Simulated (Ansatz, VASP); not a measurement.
# Ba in VASP and in Ansatz

```
Ba
1.0
     0.00000    2.99434    2.99434
     2.99434    0.00000    2.99434
     2.99434    2.99434    0.00000
Ba
1
Cartesian
  0.0000 0.0000 0.0000
```

Alike in both runs: functional LDA; k mesh 9 × 9 × 9; occupations fermi-dirac, width 0.1 eV; no spin polarisation.

Ansatz relaxed the structure, and its values are those at the end. VASP's run is a single point on that final structure, the one shown.

```csv
,VASP,Ansatz
version,VASP 6.6.1,Ansatz 0.2.0
potentials or method,"VASP PAW LDA potentials, release 64 (Ba_sv), cutoff 520 eV","plane waves (420 eV) with PAW, scalar-relativistic"
valence electrons in the cell,10,10
```

|  | VASP | Ansatz | Ansatz less VASP |
| --- | --- | --- | --- |
| pressure (GPa) | 0.1 | 0.0 | -0.09 |

Ansatz warns that its potentials were made for another functional, while VASP's fit it. LDA's correlation is that of Perdew and Zunger in VASP and of Perdew and Wang (1992) in Ansatz.

Spin-orbit coupling is off throughout.
